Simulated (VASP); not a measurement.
# Ag (I4/mmm) in VASP: a series of runs, part 3 of 4

VASP 6.6.1. Earlier steps stand in the parts before.

## 4. Single point, PBE (strain +0.000 along x and y, -0.030 along z)

INCAR reads:

```
ALGO = Normal
EDIFF = 1E-7
ENCUT = 520
GGA = PE
ISIF = 2
ISMEAR = 0
LASPH = T
LCHARG = T
LELF = T
LREAL = F
LVHAR = T
LWAVE = F
NBANDS = 12
NELM = 100
PREC = Accurate
SIGMA = 0.15
```

KPOINTS reads:

```
k-points
0
Gamma
  10 10 10
```

POSCAR reads:

```
Ag
1.0
    0.0000000000      2.0431000000      1.9818070000
    2.0431000000      0.0000000000      1.9818070000
    2.0431000000      2.0431000000      0.0000000000
Ag
1
Direct
    0.0000000000      0.0000000000      0.0000000000
```

Potentials or basis: VASP PAW PBE potentials, release 64 (Ag).

Started as:

```bash
$ cat potpaw_PBE.64/Ag/POTCAR > POTCAR
$ mpirun -np 1 vasp_std > vasp.out
```

OUTCAR:

```text
EDIFF = 1E-7
   ENCUT = 520
   GGA = PE
   ISIF = 2
   ISMEAR = 0
   LASPH = T
   LREAL = F
   NELM = 100
   PREC = Accurate

 ion  position               nearest neighbor table
   1  0.000  0.000  0.000-

  LATTYP: Found a body centered tetragonal cell.
 ALAT       =     2.8893797293
 C/A-ratio  =     1.3717871555

  Lattice vectors:

 A1 = (   0.0000000000,  -2.0431000000,  -1.9818070000)
 A2 = (   0.0000000000,   2.0431000000,  -1.9818070000)
 A3 = (   2.0431000000,   0.0000000000,   1.9818070000)

Analysis of symmetry for initial positions (statically):
=====================================================================
 Subroutine PRICEL returns:
 Original cell was already a primitive cell.

 Routine SETGRP: Setting up the symmetry group for a
 body centered tetragonal supercell.

 Subroutine GETGRP returns: Found 16 space group operations
 (whereof 16 operations were pure point group operations)
 out of a pool of 16 trial point group operations.

The static configuration has the point symmetry D_4h.

Analysis of symmetry for dynamics (positions and initial velocities):
=====================================================================
 Subroutine PRICEL returns:
 Original cell was already a primitive cell.

 Routine SETGRP: Setting up the symmetry group for a
 body centered tetragonal supercell.

 Subroutine GETGRP returns: Found 16 space group operations
 (whereof 16 operations were pure point group operations)
 out of a pool of 16 trial point group operations.

The dynamic configuration has the point symmetry D_4h.

 Subroutine INISYM returns: Found 16 space group operations
 (whereof 16 operations are pure point group operations),
 and found     1 'primitive' translations

----------------------------------------------------------------------------------------

                                     Primitive cell

  volume of cell :      16.5451

  direct lattice vectors                    reciprocal lattice vectors
     0.000000000  2.043100000  1.981807000    -0.244726151  0.244726151  0.252295001
     2.043100000  0.000000000  1.981807000     0.244726151 -0.244726151  0.252295001
     2.043100000  2.043100000  0.000000000     0.244726151  0.244726151 -0.252295001

  length of vectors
     2.846369020  2.846369020  2.889379729     0.428292594  0.428292594  0.428292594

  position of ions in fractional coordinates (direct lattice)
     0.000000000  0.000000000  0.000000000

  ion indices of the primitive-cell ions
   primitive index   ion index
                 1           1

----------------------------------------------------------------------------------------

 KPOINTS: k-points

Automatic generation of k-mesh.
 Grid dimensions read from file:
 generate k-points for:   10   10   10

 Generating k-lattice:

  Cartesian coordinates                     Fractional coordinates (reciprocal lattice)
    -0.024472615  0.024472615  0.025229500     0.100000000  0.000000000  0.000000000
     0.024472615 -0.024472615  0.025229500     0.000000000  0.100000000  0.000000000
     0.024472615  0.024472615 -0.025229500     0.000000000  0.000000000  0.100000000

  Length of vectors
     0.042829259  0.042829259  0.042829259

  Shift w.r.t. Gamma in fractional coordinates (k-lattice)
     0.000000000  0.000000000  0.000000000

 Subroutine IBZKPT returns following result:
 ===========================================

 Found    102 irreducible k-points:

 Following reciprocal coordinates:
            Coordinates               Weight
  0.000000  0.000000  0.000000      1.000000
  0.100000  0.000000  0.000000      8.000000
  0.200000  0.000000  0.000000      8.000000
  0.300000  0.000000  0.000000      8.000000
  0.400000  0.000000  0.000000      8.000000
  0.500000  0.000000  0.000000      4.000000
[... 16 lines left out ...]
  0.300000  0.300000  0.000000      2.000000
  0.400000  0.300000  0.000000      8.000000
 [... further k-points ...]
   k-points           NKPTS =    102   k-points in BZ     NKDIM =    102   number of bands    NBANDS=     12
   number of dos      NEDOS =    301   number of ions     NIONS =      1
   total plane-waves  NPLWV =  13824
   dimension x,y,z NGX =    24 NGY =   24 NGZ =   24
   dimension x,y,z NGXF=    48 NGYF=   48 NGZF=   48
   ions per type =               1
   NGX,Y,Z   is equivalent  to a cutoff of  14.02, 14.02, 13.81 a.u.
   NGXF,Y,Z  is equivalent  to a cutoff of  28.04, 28.04, 27.62 a.u.
 SYSTEM =  unknown system
   PREC   = accura    normal or accurate (medium, high low for compatibility)
   ISTART =      0    job   : 0-new  1-cont  2-samecut
   ICHARG =      2    charge: 1-file 2-atom 10-const
   ISPIN  =      1    spin polarized calculation?
   LNONCOLLINEAR =      F non collinear calculations
   LSORBIT =      F    spin-orbit coupling
   LASPH  =      T    aspherical Exc in radial PAW
   ENCUT  =  520.0 eV  38.22 Ry    6.18 a.u.   5.29  5.29  5.37*2*pi/ulx,y,z
   NELM   =    100;   NELMIN=  2; NELMDL= -5     # of ELM steps
   EDIFF  = 0.1E-06   stopping-criterion for ELM
   LREAL  =      F    real-space projection
   EDIFFG = 0.1E-05   stopping-criterion for IOM
   NSW    =      0    number of steps for IOM
   IBRION =     -1    ionic relax: 0-MD 1-quasi-New 2-CG
   NFREE  =      0    steps in history (QN), initial steepest desc. (CG)
   ISIF   =      2    stress and relaxation
   ISYM   =      2    0-nonsym 1-usesym 2-fastsym
   POTIM  = 0.5000    time-step for ionic-motion
   TEBEG  =    0.0;   TEEND  =   0.0 temperature during run
   PSTRESS=    0.0 pullay stress
   NELECT =      11.0000    total number of electrons
   NUPDOWN=      -1.0000    fix difference up-down
   EMIN   =  10.00;   EMAX   =-10.00  energy-range for DOS
   EFERMI =   0.00;   METHOD = LEGACY
   ISMEAR =     0;   SIGMA  =   0.15  broadening in eV -4-tet -1-fermi 0-gaus
   EFERMI_NEDOS =   21; number of points for ismear=-14 and -15
   IALGO  =     38    algorithm
   IMIX   =      4    mixing-type and parameters
     AMIX     =   0.40;   BMIX     =  1.00
     AMIX_MAG =   1.60;   BMIX_MAG =  1.00
  volume/ion in A,a.u.               =      16.55       111.65
  Fermi-wavevector in a.u.,A,eV,Ry     =   1.428835  2.700107 27.777253  2.041571
  Thomas-Fermi vector in A             =   2.548854
   LORBIT       =      0    0 simple, 1 ext, 2 COOP (PROOUT), +10 PAW based schemes
   GGA     = PE    functional components
   LHFCALC =     F    Hartree Fock is set to
   AEXX    =    0.0000 exact exchange contribution
   IVDW    =     0    specifies the selected vdW correction
   LEPSILON=     F    determine dielectric tensor
   LRPA    =     F    only Hartree local field effects (RPA)
 non-spin polarized calculation
 Gauss-broadening in eV      SIGMA  =   0.15
  energy-cutoff  :      520.00
  volume of cell :       16.55
 maximum number of plane-waves:       461
 NGX is ok and might be reduce to    24
   NGX = 11   NGY = 11   NGZ = 11

 number of electron      11.0000003 magnetization

 Free energy of the ion-electron system (eV)
  ---------------------------------------------------
  ext. energy  EPLUGINS =         0.00000000
  ---------------------------------------------------
  free energy    TOTEN  =        -2.67221421 eV

  energy without entropy =       -2.66796625  energy(sigma->0) =       -2.67009023

 E-fermi :   8.7898     XC(G=0): -12.3895

 val. band max:        8.7361999938   @ k =   0.4000   0.4000   0.0000
 cond. band min:       8.8039106584   @ k =  -0.2000   0.3000   0.2000
 fundamental gap:      0.0677106646
 Fermi energy:         8.7898209044

 k-point     1 :       0.0000    0.0000    0.0000
  band No.  band energies     occupation
      1       0.8643      2.00000
      2       3.8794      2.00000
      3       3.8794      2.00000
      4       4.0746      2.00000
      5       4.9284      2.00000
      6       5.1316      2.00000
      7      24.9572      0.00000
      8      28.5503      0.00000
      9      28.5503      0.00000
     10      29.0064      0.00000
     11      33.5806      0.00000
     12      34.6800      0.00000
[... 331 lines left out ...]
 k-point    24 :       0.4000    0.3000    0.0000
  band No.  band energies     occupation
      1       2.6681      2.00000
      2       2.8067      2.00000
      3       5.1217      2.00000
      4       5.2206      2.00000
      5       5.8224      2.00000
      6       7.7915      2.00000
      7      19.3611      0.00000
      8      21.3305      0.00000
      9      21.3943      0.00000
     10      25.8750      0.00000
     11      27.9651      0.00000
     12      37.5292      0.00000

 [... further k-points ...]

------------------------ aborting loop because EDIFF is reached ----------------------------------------

  FORCE on cell =-STRESS in cart. coord.  units (eV):
  Direction    XX          YY          ZZ          XY          YZ          ZX
  --------------------------------------------------------------------------------------
  -------------------------------------------------------------------------------------
  Total        0.8690004      0.8690004      0.9649448      0.0000000     -0.0000000     -0.0000000
  in kB       84.1511283     84.1511283     93.4420680      0.0000000     -0.0000000     -0.0000000
  external PRESSURE =      87.2481082 kB  Pullay stress =       0.0000000 kB

 VOLUME and BASIS-vectors are now :
 -----------------------------------------------------------------------------
  energy-cutoff  :      520.00
  volume of cell :       16.55
      direct lattice vectors                 reciprocal lattice vectors
     0.000000000  2.043100000  1.981807000    -0.244726151  0.244726151  0.252295001
     2.043100000  0.000000000  1.981807000     0.244726151 -0.244726151  0.252295001
     2.043100000  2.043100000  0.000000000     0.244726151  0.244726151 -0.252295001

 POSITION                                       TOTAL-FORCE (eV/Angst)
 -----------------------------------------------------------------------------------
      0.00000      0.00000      0.00000        -0.000000      0.000000      0.000000
 -----------------------------------------------------------------------------------
    total drift:                                0.000000      0.000000     -0.000000

  FREE ENERGIE OF THE ION-ELECTRON SYSTEM (eV)
  ---------------------------------------------------
  free  energy   TOTEN  =        -2.6722142135 eV

  energy  without entropy=       -2.6679662514  energy(sigma->0) =       -2.67009023
```

It took 26 s on 1 thread of Intel Xeon 8259CL, shared host; peak memory 0.15 GiB.

What came out:

```yaml
Free_energy: -2.6722 eV
Pressure: 8.7 GPa
```

Levels at points of the mesh, in eV from the Fermi level:
```csv
k point,band 3,band 4,band 5,band 6,band 7,band 8,band 9,band 10
"(0.00, 0.00, 0.00)",-4.91,-4.72,-3.86,-3.66,16.17,19.76,19.76,20.22
"(0.50, 0.00, 0.00)",-4.78,-2.97,-2.87,-0.41,3.85,15.34,17.90,18.68
"(0.50, 0.50, 0.00)",-2.95,-2.69,-2.69,2.01,7.57,10.52,10.52,17.27
"(0.50, 0.00, 0.50)",-2.95,-2.78,-2.63,1.47,6.80,11.05,11.11,17.80
```

Caveat: the cell differs from its parent crystal (strain +0.000 along x and y, -0.030 along z).

[end of part 3 of 4]
